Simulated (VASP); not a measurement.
Na2ZrO2, 5 atoms in the cell. The structure is trigonal, space group P-3m1 (No. 164). Conventional cell: a = 3.587 Å, b = 3.587 Å, c = 6.410 Å, α = 90.00°, β = 90.00°, γ = 120.00°. Within 2.8 Å of Na (site symmetry 3m) lie 4 O at 2.15 to 2.17 Å and 3 Na at 2.55 Å. Within 3.6 Å of Zr (site symmetry -3m) lie 6 O at 2.75 Å and 6 Na at 3.21 Å and 6 Zr at 3.59 Å. O (site symmetry 3m) has 4 Na at 2.15 to 2.17 Å and 3 Zr at 2.75 Å within 2.8 Å. The cell was generated, and may not be a known phase.

* Program: VASP 6.6.1
* Task: relaxation of cell and atoms
* Functional: PBE
* Potentials or basis: VASP PAW PBE potentials, release 64 (Na_sv, Zr_sv, O)
* Cutoff: 1130 eV
* k mesh: 6 × 6 × 4
* Occupations: gaussian, width 0.1 eV
* Spin: no spin polarisation
* Dipole correction: no
* Further INCAR settings: ALGO = Normal; EDIFF = 1e-07; IBRION = 2; EDIFFG = -0.04; NSW = 90; ISIF = 3

Potentials or basis: VASP PAW PBE potentials, release 64 (Na_sv, Zr_sv, O).

Run with:

```console
$ cat potpaw_PBE.64/Na_sv/POTCAR potpaw_PBE.64/Zr_sv/POTCAR potpaw_PBE.64/O/POTCAR > POTCAR
$ mpirun -np 1 vasp_std > vasp.out
```

Hardware: 1 thread of Intel(R) Xeon(R) 6975P-C (Granite Rapids), on a shared host.

Task: How long does it take, and how much memory?

Result: Wall time 20 min on 1 thread of Intel(R) Xeon(R) 6975P-C (Granite Rapids), with other jobs on the host, peak memory 0.45 GiB. Counts: scf iterations 294, k points 24, ion steps 26.
